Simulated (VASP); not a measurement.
# Bi (Fm-3m) in VASP: further runs, part 3 of 3

VASP 6.6.1. The steps go on from the part before.

### 5 Single point, PBE (volume scaled by 0.5)

Input file INCAR:

```
PREC = Accurate
ENCUT = 520
EDIFF = 1E-6
ISMEAR = -1
SIGMA = 0.05
LREAL = False
LASPH = True
NELM = 80
ALGO = Normal
ISIF = 2
LWAVE = False
LCHARG = False
GGA = PE
NBANDS = 14
```

Input file KPOINTS:

```
Automatic mesh
0
Gamma
  14 14 14
```

Input file POSCAR:

```
Bi
1.0
    0.0000000000      1.9970892359      1.9970892359
    1.9970892359      0.0000000000      1.9970892359
    1.9970892359      1.9970892359      0.0000000000
Bi
1
Direct
    0.0000000000      0.0000000000      0.0000000000
```

Potentials or basis: VASP PAW PBE potentials, release 64 (Bi_d).

Command:

```bash
$ cat potpaw_PBE.64/Bi_d/POTCAR > POTCAR
$ mpirun -np 1 vasp_std > vasp.out
```

OUTCAR:

```text
PREC = Accurate
   ENCUT = 520
   EDIFF = 1E-6
   ISMEAR = -1
   LREAL = False
   LASPH = True
   NELM = 80
   ISIF = 2
   GGA = PE

 ion  position               nearest neighbor table
   1  0.000  0.000  0.000-

  LATTYP: Found a face centered cubic cell.
 ALAT       =     3.9941784718

  Lattice vectors:

 A1 = (   0.0000000000,   1.9970892359,   1.9970892359)
 A2 = (   1.9970892359,   0.0000000000,   1.9970892359)
 A3 = (   1.9970892359,   1.9970892359,   0.0000000000)

Analysis of symmetry for initial positions (statically):
=====================================================================
 Subroutine PRICEL returns:
 Original cell was already a primitive cell.

 Routine SETGRP: Setting up the symmetry group for a
 face centered cubic supercell.

 Subroutine GETGRP returns: Found 48 space group operations
 (whereof 48 operations were pure point group operations)
 out of a pool of 48 trial point group operations.

The static configuration has the point symmetry O_h .

Analysis of symmetry for dynamics (positions and initial velocities):
=====================================================================
 Subroutine PRICEL returns:
 Original cell was already a primitive cell.

 Routine SETGRP: Setting up the symmetry group for a
 face centered cubic supercell.

 Subroutine GETGRP returns: Found 48 space group operations
 (whereof 48 operations were pure point group operations)
 out of a pool of 48 trial point group operations.

The dynamic configuration has the point symmetry O_h .

 Subroutine INISYM returns: Found 48 space group operations
 (whereof 48 operations are pure point group operations),
 and found     1 'primitive' translations

----------------------------------------------------------------------------------------

                                     Primitive cell

  volume of cell :      15.9302

  direct lattice vectors                    reciprocal lattice vectors
     0.000000000  1.997089236  1.997089236    -0.250364376  0.250364376  0.250364376
     1.997089236  0.000000000  1.997089236     0.250364376 -0.250364376  0.250364376
     1.997089236  1.997089236  0.000000000     0.250364376  0.250364376 -0.250364376

  length of vectors
     2.824310683  2.824310683  2.824310683     0.433643819  0.433643819  0.433643819

  position of ions in fractional coordinates (direct lattice)
     0.000000000  0.000000000  0.000000000

  ion indices of the primitive-cell ions
   primitive index   ion index
                 1           1

----------------------------------------------------------------------------------------

 KPOINTS: Automatic mesh

Automatic generation of k-mesh.
 Grid dimensions read from file:
 generate k-points for:   14   14   14

 Generating k-lattice:

  Cartesian coordinates                     Fractional coordinates (reciprocal lattice)
    -0.017883170  0.017883170  0.017883170     0.071428571  0.000000000  0.000000000
     0.017883170 -0.017883170  0.017883170     0.000000000  0.071428571  0.000000000
     0.017883170  0.017883170 -0.017883170     0.000000000  0.000000000  0.071428571

  Length of vectors
     0.030974559  0.030974559  0.030974559

  Shift w.r.t. Gamma in fractional coordinates (k-lattice)
     0.000000000  0.000000000  0.000000000

 Subroutine IBZKPT returns following result:
 ===========================================

 Found    104 irreducible k-points:

 Following reciprocal coordinates:
            Coordinates               Weight
  0.000000  0.000000  0.000000      1.000000
  0.071429  0.000000  0.000000      8.000000
  0.142857  0.000000  0.000000      8.000000
  0.214286  0.000000  0.000000      8.000000
  0.285714  0.000000  0.000000      8.000000
  0.357143  0.000000  0.000000      8.000000
[... 16 lines left out ...]
  0.214286  0.142857  0.000000     24.000000
  0.285714  0.142857  0.000000     24.000000
 [... further k-points ...]
   k-points           NKPTS =    104   k-points in BZ     NKDIM =    104   number of bands    NBANDS=     14
   number of dos      NEDOS =    301   number of ions     NIONS =      1
   total plane-waves  NPLWV =  13824
   dimension x,y,z NGX =    24 NGY =   24 NGZ =   24
   dimension x,y,z NGXF=    48 NGYF=   48 NGZF=   48
   ions per type =               1
   NGX,Y,Z   is equivalent  to a cutoff of  14.13, 14.13, 14.13 a.u.
   NGXF,Y,Z  is equivalent  to a cutoff of  28.25, 28.25, 28.25 a.u.
 SYSTEM =  unknown system
   PREC   = accura    normal or accurate (medium, high low for compatibility)
   ISTART =      0    job   : 0-new  1-cont  2-samecut
   ICHARG =      2    charge: 1-file 2-atom 10-const
   ISPIN  =      1    spin polarized calculation?
   LNONCOLLINEAR =      F non collinear calculations
   LSORBIT =      F    spin-orbit coupling
   LASPH  =      T    aspherical Exc in radial PAW
   ENCUT  =  520.0 eV  38.22 Ry    6.18 a.u.   5.25  5.25  5.25*2*pi/ulx,y,z
   NELM   =     80;   NELMIN=  2; NELMDL= -5     # of ELM steps
   EDIFF  = 0.1E-05   stopping-criterion for ELM
   LREAL  =      F    real-space projection
   EDIFFG = 0.1E-04   stopping-criterion for IOM
   NSW    =      0    number of steps for IOM
   IBRION =     -1    ionic relax: 0-MD 1-quasi-New 2-CG
   NFREE  =      0    steps in history (QN), initial steepest desc. (CG)
   ISIF   =      2    stress and relaxation
   ISYM   =      2    0-nonsym 1-usesym 2-fastsym
   POTIM  = 0.5000    time-step for ionic-motion
   TEBEG  =    0.0;   TEEND  =   0.0 temperature during run
   PSTRESS=    0.0 pullay stress
   NELECT =      15.0000    total number of electrons
   NUPDOWN=      -1.0000    fix difference up-down
   EMIN   =  10.00;   EMAX   =-10.00  energy-range for DOS
   EFERMI =   0.00;   METHOD = LEGACY
   ISMEAR =    -1;   SIGMA  =   0.05  broadening in eV -4-tet -1-fermi 0-gaus
   EFERMI_NEDOS =   21; number of points for ismear=-14 and -15
   IALGO  =     38    algorithm
   IMIX   =      4    mixing-type and parameters
     AMIX     =   0.40;   BMIX     =  1.00
     AMIX_MAG =   1.60;   BMIX_MAG =  1.00
  volume/ion in A,a.u.               =      15.93       107.50
  Fermi-wavevector in a.u.,A,eV,Ry     =   1.604591  3.032238 35.031103  2.574713
  Thomas-Fermi vector in A             =   2.701072
   LORBIT       =      0    0 simple, 1 ext, 2 COOP (PROOUT), +10 PAW based schemes
   GGA     = PE    functional components
   LHFCALC =     F    Hartree Fock is set to
   AEXX    =    0.0000 exact exchange contribution
   IVDW    =     0    specifies the selected vdW correction
   LEPSILON=     F    determine dielectric tensor
   LRPA    =     F    only Hartree local field effects (RPA)
 non-spin polarized calculation
  energy-cutoff  :      520.00
  volume of cell :       15.93
 maximum number of plane-waves:       444
 NGX is ok and might be reduce to    24
   NGX = 11   NGY = 11   NGZ = 11

 number of electron      14.9999999 magnetization

 Free energy of the ion-electron system (eV)
  ---------------------------------------------------
  ext. energy  EPLUGINS =         0.00000000
  ---------------------------------------------------
  free energy    TOTEN  =         0.88658123 eV

  energy without entropy =        0.89064871  energy(sigma->0) =        0.88861497

 E-fermi :  19.8075     XC(G=0): -13.9286

 val. band max:       19.7661322889   @ k =   0.5000   0.4286   0.0000
 cond. band min:      19.8588893444   @ k =   0.4286   0.4286   0.0000
 fundamental gap:      0.0927570555
 Fermi energy:        19.8074693970

 k-point     1 :       0.0000    0.0000    0.0000
  band No.  band energies     occupation
      1      -5.0983      2.00000
      2      -5.0983      2.00000
      3      -5.0983      2.00000
      4      -4.5045      2.00000
      5      -4.5045      2.00000
      6      -1.1987      2.00000
      7      26.7518      0.00000
      8      29.2554      0.00000
      9      29.2554      0.00000
     10      29.2554      0.00000
     11      35.5337      0.00000
     12      35.5337      0.00000
     13      35.5337      0.00000
     14      36.0948      0.00000
[... 375 lines left out ...]
 k-point    24 :       0.2857    0.1429    0.0000
  band No.  band energies     occupation
      1      -5.3157      2.00000
      2      -4.8855      2.00000
      3      -4.7659      2.00000
      4      -4.6441      2.00000
      5      -4.2497      2.00000
      6       1.4782      2.00000
      7      19.8600      0.51852
      8      24.7664      0.00000
      9      26.2423      0.00000
     10      27.1250      0.00000
     11      30.5427      0.00000
     12      35.5270      0.00000
     13      35.7467      0.00000
     14      37.4254      0.00000

 [... further k-points ...]

------------------------ aborting loop because EDIFF is reached ----------------------------------------

  FORCE on cell =-STRESS in cart. coord.  units (eV):
  Direction    XX          YY          ZZ          XY          YZ          ZX
  --------------------------------------------------------------------------------------
  -------------------------------------------------------------------------------------
  Total       17.7227105     17.7227105     17.7227105     -0.0000000     -0.0000000     -0.0000000
  in kB     1782.4539485   1782.4539485   1782.4539485     -0.0000000     -0.0000000     -0.0000000
  external PRESSURE =    1782.4539485 kB  Pullay stress =       0.0000000 kB

 VOLUME and BASIS-vectors are now :
 -----------------------------------------------------------------------------
  energy-cutoff  :      520.00
  volume of cell :       15.93
      direct lattice vectors                 reciprocal lattice vectors
     0.000000000  1.997089236  1.997089236    -0.250364376  0.250364376  0.250364376
     1.997089236  0.000000000  1.997089236     0.250364376 -0.250364376  0.250364376
     1.997089236  1.997089236  0.000000000     0.250364376  0.250364376 -0.250364376

 POSITION                                       TOTAL-FORCE (eV/Angst)
 -----------------------------------------------------------------------------------
      0.00000      0.00000      0.00000        -0.000000      0.000000      0.000000
 -----------------------------------------------------------------------------------
    total drift:                               -0.000000      0.000000     -0.000000

  FREE ENERGIE OF THE ION-ELECTRON SYSTEM (eV)
  ---------------------------------------------------
  free  energy   TOTEN  =         0.8865812329 eV

  energy  without entropy=        0.8906487076  energy(sigma->0) =        0.88861497
```

OSZICAR:

```text
N       E                     dE             d eps       ncg     rms          rms(c)
DAV:   1     0.113689220544E+03    0.11369E+03   -0.75341E+03  3034   0.154E+03
DAV:   2     0.597646251746E+01   -0.10771E+03   -0.10361E+03  3284   0.365E+02
DAV:   3     0.881578005801E+00   -0.50949E+01   -0.50600E+01  3614   0.744E+01
DAV:   4     0.792303738317E+00   -0.89274E-01   -0.89250E-01  3574   0.951E+00
DAV:   5     0.789313409457E+00   -0.29903E-02   -0.29903E-02  3928   0.168E+00    0.156E+00
DAV:   6     0.851242698577E+00    0.61929E-01   -0.10794E-02  4358   0.178E+00    0.857E-01
DAV:   7     0.885967571464E+00    0.34725E-01   -0.13010E-02  4442   0.178E+00    0.812E-02
DAV:   8     0.886516276849E+00    0.54871E-03   -0.65755E-04  3826   0.387E-01    0.137E-02
DAV:   9     0.886562436581E+00    0.46160E-04   -0.23562E-05  3602   0.929E-02    0.841E-03
DAV:  10     0.886580727064E+00    0.18290E-04   -0.41464E-06  3802   0.323E-02    0.593E-04
DAV:  11     0.886581232855E+00    0.50579E-06   -0.14554E-07  2098   0.377E-03
   1 F= 0.88658123E+00 E0= 0.88861497E+00  d E =-.406747E-02
```

Wall time 34 s (1 thread of Intel Xeon Platinum 8375C at 2.90GHz (Ice Lake), shared host); peak memory 0.15 GiB.

What came out:

| Item | Value |
| --- | --- |
| Free energy | 0.8866 eV |
| Pressure | 178.2 GPa |

Levels at points of the mesh, in eV from the Fermi level:
```
           k point  band 4  band 5  band 6  band 7  band 8  band 9  band 10  band 11
(0.00, 0.00, 0.00)  -24.31  -24.31  -21.01    6.94    9.45    9.45     9.45    15.73
(0.50, 0.00, 0.00)  -23.81  -23.81  -12.60  -10.96    6.44    6.44     6.60    13.39
(0.50, 0.50, 0.00)  -23.68  -23.68   -9.36   -9.31   -0.28   -0.28     5.56     6.67
```

Caveat: spin-orbit coupling is left out, which moves the levels of the heavy elements.

### 6 Single point, PBE (volume scaled by 0.6)

Input file INCAR:

```
  PREC = Accurate
  ENCUT = 520
  EDIFF = 1E-7
  ISMEAR = -1
  SIGMA = 0.05
  LREAL = F
  LASPH = T
  NELM = 60
  ALGO = Normal
  ISIF = 2
  LWAVE = F
  LCHARG = F
  GGA = PE
  NBANDS = 14
```

Input file KPOINTS:

```
regular mesh
0
Gamma
  14 14 14
```

Input file POSCAR:

```
Bi
1.0
    0.0000000000      2.1222239900      2.1222239900
    2.1222239900      0.0000000000      2.1222239900
    2.1222239900      2.1222239900      0.0000000000
Bi
1
Direct
    0.0000000000      0.0000000000      0.0000000000
```

Potentials or basis: VASP PAW PBE potentials, release 64 (Bi_d).

Command:

```bash
$ cat potpaw_PBE.64/Bi_d/POTCAR > POTCAR
$ mpirun -np 1 vasp_std > vasp.out
```

OUTCAR:

```text
PREC = Accurate
   ENCUT = 520
   EDIFF = 1E-7
   ISMEAR = -1
   LREAL = F
   LASPH = T
   NELM = 60
   ISIF = 2
   GGA = PE

 ion  position               nearest neighbor table
   1  0.000  0.000  0.000-

  LATTYP: Found a face centered cubic cell.
 ALAT       =     4.2444479800

  Lattice vectors:

 A1 = (   0.0000000000,   2.1222239900,   2.1222239900)
 A2 = (   2.1222239900,   0.0000000000,   2.1222239900)
 A3 = (   2.1222239900,   2.1222239900,   0.0000000000)

Analysis of symmetry for initial positions (statically):
[... 576 lines left out ...]
      6      -0.3793      2.00000
      7      15.6376      1.90905
      8      20.1104      0.00000
      9      21.0752      0.00000
     10      23.2985      0.00000
     11      25.9382      0.00000
     12      30.8464      0.00000
     13      31.2755      0.00000
     14      31.9706      0.00000

 [... further k-points ...]
[... 5 lines left out ...]
  --------------------------------------------------------------------------------------
  -------------------------------------------------------------------------------------
  Total       10.1651844     10.1651844     10.1651844      0.0000000     -0.0000000      0.0000000
  in kB      851.9658524    851.9658524    851.9658524      0.0000000     -0.0000000      0.0000000
  external PRESSURE =     851.9658524 kB  Pullay stress =       0.0000000 kB

 VOLUME and BASIS-vectors are now :
 -----------------------------------------------------------------------------
  energy-cutoff  :      520.00
  volume of cell :       19.12
      direct lattice vectors                 reciprocal lattice vectors
     0.000000000  2.122223990  2.122223990    -0.235601898  0.235601898  0.235601898
     2.122223990  0.000000000  2.122223990     0.235601898 -0.235601898  0.235601898
     2.122223990  2.122223990  0.000000000     0.235601898  0.235601898 -0.235601898

 POSITION                                       TOTAL-FORCE (eV/Angst)
 -----------------------------------------------------------------------------------
      0.00000      0.00000      0.00000         0.000000      0.000000      0.000000
 -----------------------------------------------------------------------------------
    total drift:                               -0.000000      0.000000     -0.000000

  FREE ENERGIE OF THE ION-ELECTRON SYSTEM (eV)
  ---------------------------------------------------
  free  energy   TOTEN  =        -1.6174097359 eV

  energy  without entropy=       -1.6153545384  energy(sigma->0) =       -1.61638214
```

OSZICAR:

```text
N       E                     dE             d eps       ncg     rms          rms(c)
DAV:   1     0.112052415025E+03    0.11205E+03   -0.75182E+03  2972   0.145E+03
DAV:   2     0.374281889654E+01   -0.10831E+03   -0.10422E+03  3158   0.352E+02
DAV:   3    -0.155735194257E+01   -0.53002E+01   -0.52782E+01  3668   0.750E+01
DAV:   4    -0.165304409241E+01   -0.95692E-01   -0.95671E-01  3538   0.100E+01
DAV:   5    -0.165656534567E+01   -0.35213E-02   -0.35212E-02  3990   0.185E+00    0.990E-01
DAV:   6    -0.163138906090E+01    0.25176E-01   -0.72231E-03  4418   0.140E+00    0.536E-01
DAV:   7    -0.161778036878E+01    0.13609E-01   -0.61044E-03  4590   0.128E+00    0.630E-02
DAV:   8    -0.161744061041E+01    0.33976E-03   -0.42955E-04  3868   0.315E-01    0.101E-02
DAV:   9    -0.161741766441E+01    0.22946E-04   -0.16877E-05  3714   0.741E-02    0.667E-03
DAV:  10    -0.161741005991E+01    0.76045E-05   -0.15830E-06  4016   0.162E-02    0.540E-04
DAV:  11    -0.161740977704E+01    0.28287E-06   -0.33199E-08  2618   0.191E-03    0.233E-04
DAV:  12    -0.161740973591E+01    0.41124E-07   -0.15542E-08  2164   0.235E-03
   1 F= -.16174097E+01 E0= -.16163821E+01  d E =-.205520E-02
```

It took 42 s on 1 thread of Intel Xeon Platinum 8375C at 2.90GHz (Ice Lake), shared host; peak memory 0.15 GiB.

Results:

```yaml
Free_energy: -1.6174 eV
Pressure: 85.2 GPa
```

Caveat: spin-orbit coupling is left out, which moves the levels of the heavy elements.

### 7 Overview

```tsv
cell	gap on the mesh (eV)	pressure (GPa)
a = 2.622 Å, angles 60.0°, 1 atom	none	400.4
a = 2.824 Å, angles 60.0°, 1 atom	none	178.2
a = 3.001 Å, angles 60.0°, 1 atom	none	85.2
```

Alike in all rows: task single point; level PBE; potentials or basis VASP PAW PBE potentials, release 64 (Bi_d); no spin polarisation; k mesh 14 × 14 × 14; cutoff (eV) 520; smearing fermi-dirac 0.05 eV.

Caveats: spin-orbit coupling is left out, which moves the levels of the heavy elements.

Total energies depend on the potentials used, so only differences within one code and one set of settings carry meaning.
